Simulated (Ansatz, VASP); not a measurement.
## MgO in VASP and in Ansatz

```
CELL_PARAMETERS angstrom
0.00000 2.10217 2.10217
2.10217 0.00000 2.10217
2.10217 2.10217 0.00000
ATOMIC_POSITIONS crystal
Mg 0.00000 0.00000 0.00000
O 0.50000 0.50000 0.50000
```

Alike in both runs: functional r2SCAN; k mesh 10 × 10 × 10; occupations gaussian, width 0.02 eV; no spin polarisation.

Ansatz relaxed the structure, and its values are those at the end. VASP's run is a single point on that final structure, the one shown.

```csv
,VASP,Ansatz
version,VASP 6.6.1,Ansatz 0.2.0
potentials or method,"VASP PAW PBE potentials, release 64 (Mg_sv, O), cutoff 660 eV","scalar-relativistic, plane waves, PAW"
valence electrons in the cell,16,16
```

VASP gave:

- gap on the k mesh at the Fermi level (eV): 5.71
- least direct gap on the mesh (eV): 5.71
- pressure (GPa): -0.2

Task: What did Ansatz give for the same quantities?

Result: gap on the k mesh at the Fermi level (eV): 5.68; least direct gap on the mesh (eV): 5.68; pressure (GPa): 0.0.

VASP's potentials were made for PBE, not for r2SCAN.
